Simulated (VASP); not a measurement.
Set up this calculation in VASP 6.6.1, as the native input.

```
Task                   : single point
Functional             : LDA
Potentials or basis    : VASP PAW LDA potentials, release 64 (Co, Al)
Cutoff                 : 520 eV
k mesh                 : 15 × 15 × 15
Occupations            : fermi-dirac, width 0.08 eV
Spin                   : no spin polarisation
Dipole correction      : no
Further INCAR settings : ALGO = Normal; EDIFF = 1e-07; NBANDS = 13
```

The structure of AlCo (rocksalt type) lies in POSCAR:

```
AlCo
1.0
    0.0000000000      2.2426958165      2.2426958165
    2.2426958165      0.0000000000      2.2426958165
    2.2426958165      2.2426958165      0.0000000000
Co Al
1 1
Direct
    0.0000000000      0.0000000000      0.0000000000
    0.5000000000      0.5000000000      0.5000000000
```

The input as run:

INCAR

```
  PREC = Accurate
  ENCUT = 520
  EDIFF = 1E-7
  ISMEAR = -1
  SIGMA = 0.08
  LREAL = False
  LASPH = True
  NELM = 100
  ALGO = Normal
  ISIF = 2
  LWAVE = False
  LCHARG = False
  NBANDS = 13
```

KPOINTS

```
Automatic mesh
0
Gamma
  15 15 15
```

Potentials or basis: VASP PAW LDA potentials, release 64 (Co, Al).

Launch:

```sh
$ cat potpaw_LDA.64/Co/POTCAR potpaw_LDA.64/Al/POTCAR > POTCAR
$ mpirun -np 1 vasp_std > vasp.out
```

Results of the run:

| Item | Value |
| --- | --- |
| Pressure | 24.0 GPa |
| Band gap on the k mesh | zero (bands 6 and 7 overlap by 0.12 eV) |

Caveat: the cell stands under pressure; the run has no spin polarisation, though such a crystal can be magnetic.

Wall time 31 s on 1 thread of Intel Xeon 8259CL (shared host), peak memory 0.16 GiB.
